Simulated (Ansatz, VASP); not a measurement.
# YSb in VASP and in Ansatz

INCAR

```
SYSTEM = YSb
ALGO = Normal
EDIFF = 1E-7
ENCUT = 520
ISIF = 2
ISMEAR = -1
LASPH = .TRUE.
LCHARG = .FALSE.
LREAL = .FALSE.
LWAVE = .FALSE.
NBANDS = 15
NELM = 100
PREC = Accurate
SIGMA = 0.1
```

Contents of KPOINTS:

```
k-points
0
G
  12 12 12
  0 0 0
```

The input POSCAR:

```
YSb
1.0
    0.0000000000      2.9415883994      2.9415883994
    2.9415883994      0.0000000000      2.9415883994
    2.9415883994      2.9415883994      0.0000000000
Y Sb
1 1
Direct
    0.0000000000      0.0000000000      0.0000000000
    0.2500000000      0.2500000000      0.2500000000
```

Input for Ansatz:

```yaml
crystal:
  lattice:
    - [0.0, 2.9415883994, 2.9415883994]
    - [2.9415883994, 0.0, 2.9415883994]
    - [2.9415883994, 2.9415883994, 0.0]
  atoms:
    - { symbol: "Y", position: [0.0, 0.0, 0.0] }
    - { symbol: Sb, position: [0.25, 0.25, 0.25] }
kpoints:
  mp_grid: { grid: [12, 12, 12] }
scf:
  occupations: { method: fermi_dirac, width: 0.1 }
hamiltonian:
  xc: lda
  pseudopotentials: { kind: paw }
output:
  forces: true
  stress: true
  eigenvalues: true
  populations: true
```

Change from the starting cell: volume scaled by 0.65, PAW files.

Alike in both runs: task single point; functional LDA; k mesh 12 × 12 × 12; occupations fermi-dirac, width 0.1 eV; no spin polarisation.

|  | VASP | Ansatz |
| --- | --- | --- |
| version | VASP 6.6.1 | Ansatz 0.2.0 |
| potentials or method | VASP PAW LDA potentials, release 64 (Y_sv, Sb) | PAW with Ansatz's default frozen-core files, scalar-relativistic |
| plane-wave cutoff (eV) | 520 | 420 |
| valence electrons in the cell | 16 | 26 |

Ansatz gave:

* pressure (GPa): 41.2

Question: Estimate VASP's values.

Answer: Pressure (GPa): 41.1.

LDA's correlation is that of Perdew and Zunger in VASP and of Perdew and Wang (1992) in Ansatz. Both programs put the cell under a high pressure, so it lies far from rest at this level. VASP's potentials hold 16 valence electrons a cell and Ansatz's 26, so a difference there can come from the potentials and not from the codes.

Spin-orbit coupling is off throughout.
